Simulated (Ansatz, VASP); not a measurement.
ZnS in VASP and in Ansatz

The input INCAR:

```
SYSTEM = ZnS
PREC = Accurate
ENCUT = 520
EDIFF = 1E-6
ISMEAR = 0
SIGMA = 0.05
LREAL = .FALSE.
LASPH = .TRUE.
NELM = 100
ALGO = Normal
ISIF = 2
LWAVE = .FALSE.
LCHARG = .FALSE.
GGA = PE
NBANDS = 26
```

KPOINTS

```
regular mesh
0
G
  12 12 6
  0 0 0
```

POSCAR

```
ZnS
1.0
    3.5061188790      0.0000000000      0.0000000000
   -1.7530594395      3.0363880179      0.0000000000
    0.0000000000      0.0000000000      6.2340000000
Zn S
2 2
Direct
    0.3333333333      0.6666666667      0.0000000000
    0.6666666667      0.3333333333      0.5000000000
    0.3333333333      0.6666666667      0.3850000000
    0.6666666667      0.3333333333      0.8850000000
```

Input for Ansatz:

```yaml
crystal:
  lattice:
    - [3.506118879, 0.0, 0.0]
    - [-1.7530594395, 3.0363880179, 0.0]
    - [0.0, 0.0, 6.234]
  atoms:
    - { symbol: Zn, position: [0.3333333333, 0.6666666667, 0.0] }
    - { symbol: Zn, position: [0.6666666667, 0.3333333333, 0.5] }
    - { symbol: S, position: [0.3333333333, 0.6666666667, 0.385] }
    - { symbol: S, position: [0.6666666667, 0.3333333333, 0.885] }
basis:
  ecutwfc: 420
kpoints:
  mp_grid: { grid: [12, 12, 6] }
hamiltonian:
  xc: pbe
scf:
  occupations: { method: gaussian, width: 0.05 }
output:
  forces: true
  stress: true
  eigenvalues: true
```

Change from the starting cell: strain -0.080 along x and y, +0.000 along z, atoms carried along.

Alike in both runs: task single point; functional PBE; k mesh 12 × 12 × 6; occupations gaussian, width 0.05 eV; no spin polarisation.

|  | VASP | Ansatz |
| --- | --- | --- |
| version | VASP 6.6.1 | Ansatz 0.2.0 |
| potentials or method | VASP PAW PBE potentials, release 64 (Zn, S), cutoff 520 eV | scalar-relativistic, plane waves, PAW |
| valence electrons in the cell | 36 | 36 |

|  | VASP | Ansatz | Ansatz less VASP |
| --- | --- | --- | --- |
| gap on the k mesh at the Fermi level (eV) | 2.60 | 2.58 | -0.018 |
| least direct gap on the mesh (eV) | 2.60 | 2.58 | -0.018 |
| pressure (GPa) | 23.9 | 23.6 | -0.30 |
| traceless stress, the component that is largest in VASP (GPa) | -15.60 | -15.55 | +0.053 |
| rms of the force components (eV/Å) | 0.840 | 0.833 | -0.0066 |

Atom by atom the forces differ by 0.007 eV/Å (rms over components). With one functional, cell and mesh, what is left measures potentials, basis and numerics.
